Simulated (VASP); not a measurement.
A run of VASP 6.6.1:

The input INCAR:

```
SYSTEM = PbS
PREC     = Accurate       ! precision mode
ENCUT    = 520            ! plane-wave cutoff, eV
EDIFF    = 1E-7           ! SCF threshold, eV
ISMEAR   = -1             ! smearing method
SIGMA    = 0.05           ! smearing width, eV
LREAL    = .FALSE.        ! projectors in reciprocal space
LASPH    = .TRUE.         ! aspherical terms in the spheres
NELM     = 100            ! most SCF steps
ALGO     = Normal         ! electronic algorithm
ISIF     = 2              ! what is computed and relaxed
LWAVE    = .FALSE.        ! write WAVECAR
LCHARG   = .TRUE.         ! write CHGCAR
LELF     = .TRUE.         ! ELF
LVHAR    = .TRUE.       
NBANDS   = 28             ! bands
```

KPOINTS

```
Automatic mesh
0
G
  7 7 6
  0 0 0
```

POSCAR

```
PbS
1.0
    2.0799526950     -5.9912968650      0.0000000000
    2.0799526950      5.9912968650      0.0000000000
    0.0000000000      0.0000000000      4.2793209400
Pb S
2 2
Direct
    0.1305633500      0.8694366500      0.2500000000
    0.8694366500      0.1305633500      0.7500000000
    0.3547970900      0.6452029100      0.2500000000
    0.6452029100      0.3547970900      0.7500000000
```

Potentials or basis: VASP PAW LDA potentials, release 64 (Pb_d, S).

The run is started by

```sh
$ cat potpaw_LDA.64/Pb_d/POTCAR potpaw_LDA.64/S/POTCAR > POTCAR
$ mpirun -np 1 vasp_std > vasp.out
```

Hardware: 1 thread of Intel(R) Xeon(R) 6975P-C (Granite Rapids), with other jobs on the host.

**Question.** Estimate the wall time of this run.

**Answer.** Wall time 90 s on 1 thread of Intel(R) Xeon(R) 6975P-C (Granite Rapids), on a shared host, peak memory 0.31 GiB. Counts: scf iterations 15, k points 64.
